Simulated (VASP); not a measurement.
# Tl: single point with PBE

The system is Tl.

```
CELL_PARAMETERS angstrom
2.39580 0.00000 0.00000
0.00000 2.39580 0.00000
0.00000 0.00000 2.39580
ATOMIC_POSITIONS crystal
Tl 0.00000 0.00000 0.00000
```

This isn't the form of Tl at room conditions, which is hcp.

```yaml
Program: VASP 6.6.1
Task: single point
Functional: PBE
Potentials_or_basis: VASP PAW PBE potentials, release 64 (Tl_d)
Cutoff: 520 eV
k_mesh: 12 × 12 × 12
Occupations: fermi-dirac, width 0.08 eV
Spin: no spin polarisation
Dipole_correction: no
k_mesh_for_the_DOS: 18 × 18 × 18
Occupations_for_the_DOS: tetrahedron
Further_INCAR_settings: ALGO = Normal; EDIFF = 1e-06
```

The valence electrons inside the program's atomic spheres are Tl 12.51.

Levels at points of the mesh, in eV from the Fermi level:
```tsv
k point	band 3	band 4	band 5	band 6	band 7	band 8	band 9	band 10
(0.00, 0.00, 0.00)	-18.43	-12.44	-12.44	-12.44	9.59	9.59	9.59	16.87
(0.50, 0.00, 0.00)	-14.47	-14.47	-12.25	-8.88	-5.91	11.02	14.39	16.24
(0.50, 0.50, 0.00)	-14.12	-14.12	-10.77	-3.14	-3.14	1.40	6.35	16.36
(0.50, 0.50, 0.50)	-17.21	-10.64	-10.64	3.18	3.18	3.18	3.88	10.84
```

It took 26 s on 1 thread of Intel Xeon 8259CL (shared host), peak memory 0.14 GiB.

Caveat: spin-orbit coupling is left out, which moves the levels of the heavy elements.
